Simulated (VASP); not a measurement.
## HfC: single point with PBE

Crystal: HfC.

```
Hf C
1.0
     0.00000    2.35988    2.39475
     2.35988    0.00000    2.39475
     2.35988    2.35988    0.00000
Hf C
1 1
Direct
  0.50000 0.50000 0.50000
  0.00000 0.00000 0.00000
```

This cell differs from its parent crystal: strain +0.015 along x and y, +0.030 along z.

```yaml
Program: VASP 6.6.1
Task: single point
Functional: PBE
Potentials_or_basis: VASP PAW PBE potentials, release 64 (Hf_pv, C)
Cutoff: 520 eV
k_mesh: 18 × 18 × 18
Occupations: gaussian, width 0.15 eV
Spin: no spin polarisation
Dipole_correction: no
Further_INCAR_settings: ALGO = Normal; EDIFF = 1e-06; NBANDS = 14
```

```json
{
 "Pressure": "-12.9 GPa",
 "Band gap on the k mesh": "zero (bands 7 and 8 overlap by 1.43 eV)"
}
```

Stress tensor (GPa, compression positive):
```
-11.44   0.00   0.00
  0.00 -11.44   0.00
  0.00   0.00 -15.79
```

Levels at points of the mesh, in eV from the Fermi level:
| k point | band 3 | band 4 | band 5 | band 6 | band 7 | band 8 | band 9 | band 10 | band 11 | band 12 |
| --- | --- | --- | --- | --- | --- | --- | --- | --- | --- | --- |
| (0.00, 0.00, 0.00) | -29.85 | -12.01 | 0.93 | 0.99 | 0.99 | 1.27 | 1.42 | 1.42 | 3.09 | 3.30 |
| (0.50, 0.00, 0.00) | -29.90 | -8.60 | -5.87 | -2.80 | -2.77 | 4.92 | 5.02 | 5.41 | 6.25 | 10.46 |
| (0.50, 0.50, 0.00) | -30.03 | -10.17 | -2.73 | -1.56 | -0.10 | -0.10 | 4.96 | 6.26 | 6.26 | 7.69 |
| (0.50, 0.00, 0.50) | -30.05 | -10.14 | -2.58 | -1.59 | -0.20 | -0.16 | 4.95 | 6.18 | 6.35 | 7.70 |

It took 2.1 min on 1 thread of AMD EPYC 7R13 Processor (Zen 3), on a shared host, peak memory 0.28 GiB.

Caveat: the cell differs from its parent crystal (strain +0.015 along x and y, +0.030 along z); the cell stands under tension; spin-orbit coupling is left out, which moves the levels of the heavy elements.
